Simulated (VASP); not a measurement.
Here is a VASP 6.6.1 calculation.

INCAR

```
SYSTEM = Al4P
PREC = Accurate
ENCUT = 600
EDIFF = 1E-6
ISMEAR = 0
SIGMA = 0.1
LREAL = .FALSE.
LASPH = .TRUE.
NELM = 100
ALGO = Normal
ISIF = 3
LWAVE = .FALSE.
LCHARG = .FALSE.
GGA = PE
IBRION = 2
NSW = 90
EDIFFG = -0.04
```

The input KPOINTS:

```
Automatic mesh
0
G
  4 4 4
  0 0 0
```

The input POSCAR:

```
Al4P
1.0
   -2.8668309700      2.8668309700      2.8668309700
    2.8668309700     -2.8668309700      2.8668309700
    2.8668309700      2.8668309700     -2.8668309700
Al P
4 1
Direct
    0.0000000000      0.6305807800      0.0000000000
    0.3694192200      0.3694192200      0.3694192200
    0.0000000000      0.0000000000      0.6305807800
    0.6305807800      0.0000000000      0.0000000000
    0.0000000000      0.0000000000      0.0000000000
```

Potentials or basis: VASP PAW PBE potentials, release 64 (Al, P).

Run with:

```bash
$ cat potpaw_PBE.64/Al/POTCAR potpaw_PBE.64/P/POTCAR > POTCAR
$ mpirun -np 1 vasp_std > vasp.out
```

**Question.** Estimate the relaxed volume.

**Answer.** 19.35 Å³/atom.

**Question.** Estimate the space group after relaxing (to 0.05 Å).

**Answer.** Im-3m (No. 229).

Step by step:
| step | energy change (eV) | largest force (eV/Å) | pressure (GPa) | volume (Å³) |
| --- | --- | --- | --- | --- |
| 1 | 0.0000 | 12.9707 | 48.37 | 94.25 |
| 2 | -5.8085 | 0.0504 | -7.40 | 195.14 |
| 3 | -9.1893 | 0.3986 | -7.09 | 133.77 |
| 4 | -9.2743 | 0.5623 | -6.36 | 130.92 |
| 5 | -9.3469 | 1.1697 | -3.58 | 123.40 |
| 6 | -9.3542 | 1.0345 | -4.20 | 124.78 |
| 7 | -9.3521 | 1.0982 | -3.91 | 124.12 |
| 8 | -9.7694 | 1.2453 | -2.96 | 115.26 |
| 9 | -10.3864 | 1.3550 | 7.19 | 91.25 |
| 10 | -10.5703 | 0.9341 | 6.78 | 90.30 |
| 11 | -10.6944 | 0.0261 | 7.66 | 88.14 |
| 12 | -10.7034 | 0.2224 | 7.24 | 88.60 |
| 13 | -10.8399 | 0.1866 | 3.15 | 92.88 |
| 14 | -10.8780 | 0.1508 | -0.51 | 97.87 |
| 15 | -10.8793 | 0.1557 | -0.02 | 97.12 |
| 16 | -10.8793 | 0.1570 | 0.09 | 96.94 |
| 17 | -10.8814 | 0.1372 | 0.10 | 96.92 |
| 18 | -10.8860 | 0.0783 | 0.11 | 96.86 |
| 19 | -10.8876 | 0.0402 | 0.19 | 96.72 |
| 20 | -10.8882 | 0.0017 | 0.15 | 96.77 |

Caveat: the k points lie up to 0.38 Å⁻¹ apart in the final cell.
